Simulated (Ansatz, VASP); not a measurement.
## One calculation of Tl2I, two programs

```
CELL_PARAMETERS angstrom
0.00000 4.08069 4.08069
4.08069 0.00000 4.08069
4.08069 4.08069 0.00000
ATOMIC_POSITIONS crystal
Tl 0.25000 0.25000 0.25000
Tl 0.75000 0.75000 0.75000
I 0.00000 0.00000 0.00000
```

Alike in both runs: functional r2SCAN; k mesh 10 × 10 × 10; occupations gaussian, width 0.1 eV; no spin polarisation.

Ansatz relaxed the structure, and its values are those at the end. VASP's run is a single point on that final structure, the one shown.

```csv
,VASP,Ansatz
version,VASP 6.6.1,Ansatz 0.2.0
potentials or method,"VASP PAW PBE potentials, release 64 (Tl_d, I), cutoff 520 eV","scalar-relativistic, plane waves, PAW"
valence electrons in the cell,33,43
```

```csv
,VASP,Ansatz,Ansatz less VASP
gap on the k mesh at the Fermi level (eV),none,none,-
pressure (GPa),0.0,0.0,+0.03
```

VASP's potentials were made for PBE, not for r2SCAN. A gap of «none» marks a metal or a gap that the smearing closes. VASP's potentials hold 33 valence electrons a cell and Ansatz's 43, so a difference there can come from the potentials and not from the codes.

Spin-orbit coupling is off throughout.
